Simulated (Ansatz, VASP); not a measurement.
W: VASP beside Ansatz

```
W
1.0
     0.00000   -1.98648   -1.98648
     0.00000    1.98648   -1.98648
     3.97296    0.00000    0.00000
W
2
Cartesian
  1.9457 -0.2020 -1.9865
  0.0408 0.2020 0.0000
```

Change from the starting cell: mode 4 frozen in at -0.202 Å and mode 6 at -0.041 Å (largest displacements).

Alike in both runs: task single point; functional LDA; k mesh 16 × 16 × 12; occupations gaussian, width 0.15 eV; no spin polarisation.

```csv
,VASP,Ansatz
version,VASP 6.6.1,Ansatz 0.2.0
potentials or method,"VASP PAW LDA potentials, release 64 (W_sv), cutoff 500 eV","scalar-relativistic, plane waves, PAW"
valence electrons in the cell,28,28
```

|  | VASP | Ansatz | Ansatz less VASP |
| --- | --- | --- | --- |
| gap on the k mesh at the Fermi level (eV) | none | none | - |
| pressure (GPa) | 12.6 | 10.7 | -1.90 |
| traceless stress, the component that is largest in VASP (GPa) | -7.89 | -7.93 | -0.042 |
| rms of the force components (eV/Å) | 1.140 | 1.092 | -0.0482 |

Ansatz warns that its potentials were made for another functional, while VASP's fit it. LDA's correlation is that of Perdew and Zunger in VASP and of Perdew and Wang (1992) in Ansatz. Atom by atom the forces differ by 0.048 eV/Å (rms over components). A gap of «none» marks a metal or a gap that the smearing closes.

Neither program's run includes spin-orbit coupling.
